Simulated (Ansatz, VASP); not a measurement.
## Two plane-wave programs on BaH4

The input INCAR:

```
PREC = Accurate
ENCUT = 520
EDIFF = 1E-7
ISMEAR = 0
SIGMA = 0.1
LREAL = False
LASPH = True
NELM = 80
ALGO = Normal
ISIF = 2
LWAVE = False
LCHARG = False
GGA = PE
NBANDS = 15
```

Contents of KPOINTS:

```
regular mesh
0
Gamma
  6 6 6
```

File POSCAR:

```
BaH4
1.0
   -2.0034148400      2.0034148400      5.0534079200
    2.0034148400     -2.0034148400      5.0534079200
    2.0034148400      2.0034148400     -5.0534079200
Ba H
1 4
Direct
    0.0000000000      0.0000000000      0.0000000000
    0.2500000000      0.7500000000      0.5000000000
    0.7500000000      0.2500000000      0.5000000000
    0.3829601400      0.3829601400      0.0000000000
    0.6170398600      0.6170398600      0.0000000000
```

Input for Ansatz:

```yaml
crystal:
  lattice:
    - [-2.00341484, 2.00341484, 5.05340792]
    - [2.00341484, -2.00341484, 5.05340792]
    - [2.00341484, 2.00341484, -5.05340792]
  atoms:
    - { symbol: Ba, position: [0.0, 0.0, 0.0] }
    - { symbol: H, position: [0.25, 0.75, 0.5] }
    - { symbol: H, position: [0.75, 0.25, 0.5] }
    - { symbol: H, position: [0.38296014, 0.38296014, 0.0] }
    - { symbol: H, position: [0.61703986, 0.61703986, 0.0] }
basis:
  ecutwfc: 420
kpoints:
  mp_grid: { grid: [6, 6, 6] }
hamiltonian:
  xc: pbe
scf:
  occupations: { method: gaussian, width: 0.1 }
  lower_state_search: "off"
output:
  forces: true
  stress: true
  eigenvalues: true
```

Change from the starting cell: species swapped into the SrAl4 type (I4/mmm, No. 139).

Alike in both runs: task single point; functional PBE; k mesh 6 × 6 × 6; occupations gaussian, width 0.1 eV; no spin polarisation.

|  | VASP | Ansatz |
| --- | --- | --- |
| version | VASP 6.6.1 | Ansatz 0.2.0 |
| potentials or method | VASP PAW PBE potentials, release 64 (Ba_sv, H), cutoff 520 eV | scalar-relativistic, plane waves, PAW |
| valence electrons in the cell | 14 | 14 |

VASP gave:

| Quantity | Value |
| --- | --- |
| gap on the k mesh at the Fermi level (eV) | none |
| pressure (GPa) | -7.8 |
| traceless stress, the component that is largest in VASP (GPa) | -7.97 |
| rms of the force components (eV/Å) | 0.129 |

Q: Estimate Ansatz's values.

A: gap on the k mesh at the Fermi level (eV): none; pressure (GPa): -8.0; traceless stress, the component that is largest in VASP (GPa): -7.85; rms of the force components (eV/Å): 0.133.

Atom by atom the forces differ by 0.004 eV/Å (rms over components). A gap of «none» marks a metal or a gap that the smearing closes.

The k mesh is coarse, so the values compare programs but aren't converged. Spin-orbit coupling is off throughout.
